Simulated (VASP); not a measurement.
# K2ScSi2 (I4/mmm) in VASP: single point with r2SCAN

Aim: the single point of K2ScSi2 with r2SCAN.

Everything below comes from runs of VASP 6.6.1. Logs are shortened: lines on timing, memory, paths and dates and some standing lists are left out, and cuts for length are marked.

## (1) The cell of the first run

It takes space group I4/mmm (No. 139, tetragonal). Conventional cell: a = 4.519 Å, b = 4.519 Å, c = 11.540 Å, α = 90.00°, β = 90.00°, γ = 90.00°. Within 4.6 Å of Sc (site symmetry 4/mmm) lie 10 Si at 3.51 to 4.33 Å and 8 K at 3.66 Å and 4 Sc at 4.52 Å. K (site symmetry -4m2) has 4 Si at 2.68 Å and 4 K at 3.20 Å within 3.5 Å. Si (site symmetry 4mm) has 4 K at 2.68 Å and 1 Si at 2.88 Å and 4 Sc at 3.51 Å within 3.6 Å.

## (2) Single point, r2SCAN

Input file POSCAR:

```
K2ScSi2
1.0
    0.0000000000      4.5186470000      0.0000000000
    4.5186470000      0.0000000000      0.0000000000
    2.2593230000      2.2593230000     -5.7697780000
Sc K Si
1 2 2
Direct
    0.0000000000      0.0000000000      0.0000000000
    0.7500000000      0.2500000000      0.5000000000
    0.2500000000      0.7500000000      0.5000000000
    0.3750000000      0.3750000000      0.2500000000
    0.6250000000      0.6250000000      0.7500000000
```

Input file INCAR.step1:

```
SYSTEM = K2ScSi2
PREC = Accurate
ENCUT = 520
ISMEAR = -1
SIGMA = 0.1
LREAL = .False.
LASPH = .True.
NELM = 80
NBANDS = 26
GGA = PE
ALGO = Normal
EDIFF = 1E-4
LWAVE = .True.
LCHARG = .False.
```

Input file INCAR.step2:

```
SYSTEM = K2ScSi2
PREC = Accurate
ENCUT = 520
EDIFF = 1E-7
ISMEAR = -1
SIGMA = 0.1
LREAL = .False.
LASPH = .True.
NELM = 80
ALGO = Normal
ISIF = 2
LWAVE = .False.
LCHARG = .True.
METAGGA = R2SCAN
LMIXTAU = .True.
LELF = .True.
LVHAR = .True.
NBANDS = 26
ISTART = 1
```

Input file KPOINTS:

```
regular mesh
0
Gamma
  4 4 4
  0 0 0
```

Potentials or basis: VASP PAW PBE potentials, release 64 (Sc_sv, K_sv, Si).

Run with:

```console
$ cat potpaw_PBE.64/Sc_sv/POTCAR potpaw_PBE.64/K_sv/POTCAR potpaw_PBE.64/Si/POTCAR > POTCAR
$ cp INCAR.step1 INCAR
$ mpirun -np 1 vasp_std > vasp.out
$ cp INCAR.step2 INCAR
$ mpirun -np 1 vasp_std > vasp.out
```

OUTCAR:

```text
SYSTEM = K2ScSi2
   PREC = Accurate
   ENCUT = 520
   EDIFF = 1E-7
   ISMEAR = -1
   LREAL = .False.
   LASPH = .True.
   NELM = 80
   ISIF = 2
   METAGGA = R2SCAN
   ISTART = 1

 ion  position               nearest neighbor table
   1  0.000  0.000  0.000-
   2  0.750  0.250  0.500-   4 2.68   5 2.68   4 2.68   5 2.68   3 3.20   3 3.20   3 3.20   3 3.20

   3  0.250  0.750  0.500-   4 2.68   5 2.68   4 2.68   5 2.68   2 3.20   2 3.20   2 3.20   2 3.20

   4  0.375  0.375  0.250-   2 2.68   3 2.68   3 2.68   2 2.68   5 2.88
   5  0.625  0.625  0.750-   2 2.68   3 2.68   3 2.68   2 2.68   4 2.88

  LATTYP: Found a body centered tetragonal cell.
 ALAT       =     4.5186470000
 C/A-ratio  =     2.5537635491

  Lattice vectors:

 A1 = (  -2.2593230000,   2.2593240000,   5.7697780000)
 A2 = (   2.2593240000,  -2.2593230000,   5.7697780000)
 A3 = (   2.2593230000,   2.2593230000,  -5.7697780000)

Analysis of symmetry for initial positions (statically):
=====================================================================
 Subroutine PRICEL returns:
 Original cell was already a primitive cell.

 Routine SETGRP: Setting up the symmetry group for a
 body centered tetragonal supercell.

 Subroutine GETGRP returns: Found 16 space group operations
 (whereof 16 operations were pure point group operations)
 out of a pool of 16 trial point group operations.

The static configuration has the point symmetry D_4h.

Analysis of symmetry for dynamics (positions and initial velocities):
=====================================================================
 Subroutine PRICEL returns:
 Original cell was already a primitive cell.

 Routine SETGRP: Setting up the symmetry group for a
 body centered tetragonal supercell.

 Subroutine GETGRP returns: Found 16 space group operations
 (whereof 16 operations were pure point group operations)
 out of a pool of 16 trial point group operations.

The dynamic configuration has the point symmetry D_4h.

 Subroutine INISYM returns: Found 16 space group operations
 (whereof 16 operations are pure point group operations),
 and found     1 'primitive' translations

----------------------------------------------------------------------------------------

                                     Primitive cell

  volume of cell :     117.8083

[... 81 lines left out ...]
   NELM   =     80;   NELMIN=  2; NELMDL=  0     # of ELM steps
   EDIFF  = 0.1E-06   stopping-criterion for ELM
   LREAL  =      F    real-space projection
   EDIFFG = 0.1E-05   stopping-criterion for IOM
   NSW    =      0    number of steps for IOM
   IBRION =     -1    ionic relax: 0-MD 1-quasi-New 2-CG
   NFREE  =      0    steps in history (QN), initial steepest desc. (CG)
   ISIF   =      2    stress and relaxation
   ISYM   =      2    0-nonsym 1-usesym 2-fastsym
   POTIM  = 0.5000    time-step for ionic-motion
   TEBEG  =    0.0;   TEEND  =   0.0 temperature during run
   PSTRESS=    0.0 pullay stress
   NELECT =      37.0000    total number of electrons
   NUPDOWN=      -1.0000    fix difference up-down
   EMIN   =  10.00;   EMAX   =-10.00  energy-range for DOS
   EFERMI =   0.00;   METHOD = LEGACY
   ISMEAR =    -1;   SIGMA  =   0.10  broadening in eV -4-tet -1-fermi 0-gaus
   EFERMI_NEDOS =   21; number of points for ismear=-14 and -15
   IALGO  =     38    algorithm
   IMIX   =      4    mixing-type and parameters
     AMIX     =   0.40;   BMIX     =  1.00
     AMIX_MAG =   1.60;   BMIX_MAG =  1.00
  volume/ion in A,a.u.               =      23.56       159.00
  Fermi-wavevector in a.u.,A,eV,Ry     =   1.112799  2.102885 16.848391  1.238322
  Thomas-Fermi vector in A             =   2.249377
   LORBIT       =      0    0 simple, 1 ext, 2 COOP (PROOUT), +10 PAW based schemes
   METAGGA = R2SCAN    functional components
   LHFCALC =     F    Hartree Fock is set to
   AEXX    =    0.0000 exact exchange contribution
   IVDW    =     0    specifies the selected vdW correction
   LEPSILON=     F    determine dielectric tensor
   LRPA    =     F    only Hartree local field effects (RPA)
 non-spin polarized calculation
  energy-cutoff  :      520.00
  volume of cell :      117.81
 maximum number of plane-waves:      3214
 NGX is ok and might be reduce to    36
   NGX = 17   NGY = 17   NGZ = 25

 number of electron      36.9999999 magnetization

 Free energy of the ion-electron system (eV)
  ---------------------------------------------------
  ext. energy  EPLUGINS =         0.00000000
  ---------------------------------------------------
  free energy    TOTEN  =       -34.04976716 eV

  energy without entropy =      -33.90589632  energy(sigma->0) =      -33.97783174

 E-fermi :   3.7338     XC(G=0):  -9.7959

 val. band max:        3.7007295846   @ k =  -0.2500   0.0000   0.2500
 cond. band min:       3.7769681047   @ k =   0.2500   0.0000   0.0000
 fundamental gap:      0.0762385201
 Fermi energy:         3.7337924474

 k-point     1 :       0.0000    0.0000    0.0000
  band No.  band energies     occupation
      1     -49.1253      2.00000
      2     -28.1828      2.00000
      3     -27.8763      2.00000
      4     -26.7853      2.00000
      5     -26.7195      2.00000
      6     -26.7195      2.00000
[... 366 lines left out ...]
     25       6.0300      0.00000
     26       6.5006      0.00000

------------------------ aborting loop because EDIFF is reached ----------------------------------------

  FORCE on cell =-STRESS in cart. coord.  units (eV):
  Direction    XX          YY          ZZ          XY          YZ          ZX
  --------------------------------------------------------------------------------------
  -------------------------------------------------------------------------------------
  Total        9.5557851      9.5557851      9.8745003      0.0000000      0.0000009      0.0000009
  in kB      129.9574020    129.9574020    134.2918866      0.0000000      0.0000116      0.0000116
  external PRESSURE =     131.4022302 kB  Pullay stress =       0.0000000 kB

 VOLUME and BASIS-vectors are now :
 -----------------------------------------------------------------------------
  energy-cutoff  :      520.00
  volume of cell :      117.81
      direct lattice vectors                 reciprocal lattice vectors
     0.000000000  4.518647000  0.000000000     0.000000000  0.221305183  0.086658428
     4.518647000  0.000000000  0.000000000     0.221305183  0.000000000  0.086658428
     2.259323000  2.259323000 -5.769778000     0.000000000  0.000000000 -0.173316894

 POSITION                                       TOTAL-FORCE (eV/Angst)
 -----------------------------------------------------------------------------------
      0.00000      0.00000      0.00000         0.000000     -0.000000      0.000000
      2.25932      4.51865     -2.88489        -0.000000     -0.000000      0.000000
      4.51865      2.25932     -2.88489         0.000000      0.000000     -0.000000
      2.25932      2.25932     -1.44244         0.000001      0.000001      6.160195
      4.51865      4.51865     -4.32733        -0.000001     -0.000001     -6.160195
 -----------------------------------------------------------------------------------
    total drift:                               -0.000000      0.000000     -0.000000

  FREE ENERGIE OF THE ION-ELECTRON SYSTEM (eV)
  ---------------------------------------------------
  free  energy   TOTEN  =       -34.0497671602 eV

  energy  without entropy=      -33.9058963169  energy(sigma->0) =      -33.97783174
```

Run time: 3.1 min. Hardware: 1 thread of Intel Xeon Platinum 8259CL at 2.50GHz (Skylake/Cascade Lake), shared host; peak memory 0.28 GiB.

Results:

* Free energy: -34.0498 eV
* Pressure: 13.1 GPa
* Largest force: 6.160 eV/Å
* Band gap on the k mesh: zero (an odd number of electrons rules out a gap without spin polarisation)

Forces on the atoms (eV/Å):
```
Sc   0.000  0.000  0.000
K    0.000  0.000  0.000
K    0.000  0.000  0.000
Si   0.000  0.000  6.160
Si   0.000  0.000 -6.160
```

Stress tensor (GPa, compression positive):
```
13.00  0.00  0.00
 0.00 13.00  0.00
 0.00  0.00 13.43
```

Caveat: the k points lie up to 0.37 Å⁻¹ apart, too coarse for converged energies and pressures of a metal; the PAW data sets were made with another functional, which shifts forces and pressure a little.
